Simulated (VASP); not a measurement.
# ZnSe: single point with LDA

ZnSe:

```
Zn Se
1.0
     0.00000    2.83380    2.83380
     2.83380    0.00000    2.83380
     2.83380    2.83380    0.00000
Zn Se
1 1
Direct
  0.00000 0.00000 0.00000
  0.75000 0.75000 0.75000
```

- Program: VASP 6.6.1
- Task: single point
- Functional: LDA
- Potentials or basis: VASP PAW LDA potentials, release 64 (Zn, Se)
- Cutoff: 520 eV
- k mesh: 8 × 8 × 8
- Occupations: fermi-dirac, width 0.03 eV
- Spin: no spin polarisation
- Dipole correction: no
- Further INCAR settings: ALGO = Normal; EDIFF = 1e-07; NBANDS = 16

```
Pressure               : -3.1 GPa
Band gap on the k mesh : 1.07 eV
```

Levels at points of the mesh, in eV from the valence-band top:
```csv
k point,band 7,band 8,band 9,band 10,band 11,band 12
"(0.00, 0.00, 0.00)",0.00,0.00,0.00,1.07,5.70,5.70
"(0.50, 0.00, 0.00)",-5.29,-0.87,-0.87,2.37,6.28,6.28
"(0.50, 0.50, 0.00)",-4.83,-2.20,-2.20,2.81,3.33,10.52
```

It took 20 s on 1 thread of Intel Xeon 8259CL, with other jobs on the host, peak memory 0.16 GiB.

Caveat: the cell stands under tension. As with any semilocal functional, this LDA gap is likely too small.
